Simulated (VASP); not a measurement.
Set up this calculation in VASP 6.6.1, as the native input.

```
Task                   : relaxation of the atoms
Functional             : PBE
Potentials or basis    : VASP PAW PBE potentials, release 64 (Ti_sv)
Cutoff                 : 520 eV
k mesh                 : 12 × 12 × 1
Occupations            : gaussian, width 0.1 eV
Spin                   : no spin polarisation
Dipole correction      : yes
Further INCAR settings : ALGO = Normal; EDIFF = 1e-06; IBRION = 2; EDIFFG = -0.02; NSW = 80
```

The structure of Ti lies in POSCAR:

```
Ti
1.0
    2.9076478643      0.0000000000      0.0000000000
   -1.4538239322      2.5180969158      0.0000000000
    0.0000000000      0.0000000000     24.4963381590
Ti
5
Direct
    0.6666666667      0.3333333333      0.3061682098
    0.3333333333      0.6666666667      0.4030841049
    0.0000000000      0.0000000000      0.5000000000
    0.6666666667      0.3333333333      0.5969158951
    0.3333333333      0.6666666667      0.6938317902
```

The input as run:

INCAR

```
PREC = Accurate ; ENCUT = 520
EDIFF = 1E-6 ; ISMEAR = 0
SIGMA = 0.1 ; LREAL = F
LASPH = T ; NELM = 80
ALGO = Normal ; ISIF = 2
LWAVE = F ; LCHARG = F
LDIPOL = T ; IDIPOL = 3
DIPOL = 0.5 0.5 0.500 ; GGA = PE
IBRION = 2 ; NSW = 80
EDIFFG = -0.02
```

KPOINTS

```
regular mesh
0
Gamma
  12 12 1
```

Potentials or basis: VASP PAW PBE potentials, release 64 (Ti_sv).

Launch:

```console
$ cat potpaw_PBE.64/Ti_sv/POTCAR > POTCAR
$ mpirun -np 1 vasp_std > vasp.out
```

It gave:

* Energy gained by relaxing: 18.3 meV/atom
* Ionic steps: 8
* Largest force after relaxing: 0.018 eV/Å
* Band gap on the k mesh: zero (bands 30 and 31 overlap by 1.00 eV)

Run time: 11 min on 1 thread of Intel(R) Xeon(R) Platinum 8488C (Sapphire Rapids), with other jobs on the host, peak memory 0.36 GiB.
